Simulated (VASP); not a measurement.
**Ba2SeO: single point with r2SCAN**

Crystal: Ba2SeO.

```xyz
4
Lattice="4.4446 0.0000 0.0000 0.0000 4.4446 0.0000 0.0000 0.0000 6.2969" Properties=species:S:1:pos:R:3 pbc="T T T"
O     0.0000    0.0000    0.0000
Ba    0.0000    0.0000    3.1484
Ba    2.2223    2.2223    0.0000
Se    2.2223    2.2223    3.1484
```

This cell differs from its parent crystal: volume changed by +3%.

```yaml
Program: VASP 6.6.1
Task: single point
Functional: r2SCAN
Potentials_or_basis: VASP PAW PBE potentials, release 64 (O, Ba_sv, Se)
Cutoff: 520 eV
k_mesh: 6 × 6 × 4
Occupations: gaussian, width 0.01 eV
Spin: no spin polarisation
Dipole_correction: no
Further_INCAR_settings: ALGO = Normal; EDIFF = 1e-06; NBANDS = 24
```

The pressure is -0.7 GPa and the band gap on the k mesh is 1.77 eV, direct.

Levels at points of the mesh, in eV from the valence-band top:
```
           k point  band 14  band 15  band 16  band 17  band 18  band 19
(0.00, 0.00, 0.00)    -0.05     0.00     0.00     1.77     2.82     3.86
(0.50, 0.00, 0.00)    -0.87    -0.51    -0.23     3.69     4.70     4.95
(0.50, 0.50, 0.00)    -0.10    -0.10    -0.03     1.92     1.92     4.74
(0.00, 0.00, 0.50)    -0.68    -0.06    -0.06     2.09     3.36     3.91
(0.50, 0.00, 0.50)    -0.85    -0.69    -0.57     4.59     4.98     5.36
(0.50, 0.50, 0.50)    -0.56    -0.24    -0.24     3.52     3.52     4.71
```

Run time: 2.5 min on 1 thread of Intel(R) Xeon(R) 6975P-C (Granite Rapids), with other jobs on the host, peak memory 0.3 GiB.

Caveat: the PAW data sets were made with another functional, which shifts forces and pressure a little; spin-orbit coupling is left out, which moves the levels of the heavy elements. A k mesh can miss the band edges.
